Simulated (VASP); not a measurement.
## BAs: single point with HSE06

BAs:

```xyz
2
Lattice="0.0000 2.4553 2.4553 2.4553 0.0000 2.4553 2.4553 2.4553 0.0000" Properties=species:S:1:pos:R:3 pbc="T T T"
B     0.0000    0.0000    0.0000
As    1.2277    1.2277    1.2277
```

| Property | Result |
| --- | --- |
| Program | VASP 6.6.1 |
| Task | single point |
| Functional | HSE06 |
| Potentials or basis | VASP PAW PBE potentials, release 64 (B, As) |
| Cutoff | 420 eV |
| k mesh | 8 × 8 × 8 |
| Occupations | gaussian, width 0.02 eV |
| Spin | no spin polarisation |
| Dipole correction | no |
| Grid for exact exchange (PRECFOCK) | Normal |
| Further INCAR settings | ALGO = Normal; EDIFF = 1e-06; NBANDS = 11 |
| Share of exact exchange | 0.25 |
| Screening parameter | 0.2079 1/Å |

```json
{"Pressure": "-10.7 GPa", "Band gap on the k mesh": "1.92 eV (least direct gap 4.00 eV)"}
```

Levels at points of the mesh, in eV from the valence-band top:
```tsv
k point	band 1	band 2	band 3	band 4	band 5	band 6	band 7	band 8	band 9
(0.00, 0.00, 0.00)	-16.18	0.00	0.00	0.00	4.00	4.00	4.00	4.75	10.20
(0.50, 0.00, 0.00)	-13.30	-9.08	-1.84	-1.84	3.05	5.59	5.59	9.83	13.42
(0.50, 0.50, 0.00)	-11.94	-9.01	-4.10	-4.10	2.17	2.21	12.12	12.12	13.65
```

Run time: 60 min on 1 thread of Intel Xeon 8259CL, with other jobs on the host, peak memory 0.26 GiB.

Caveat: the cell stands under tension; the PAW data sets were made with another functional, which shifts forces and pressure a little. A k mesh can miss the band edges.
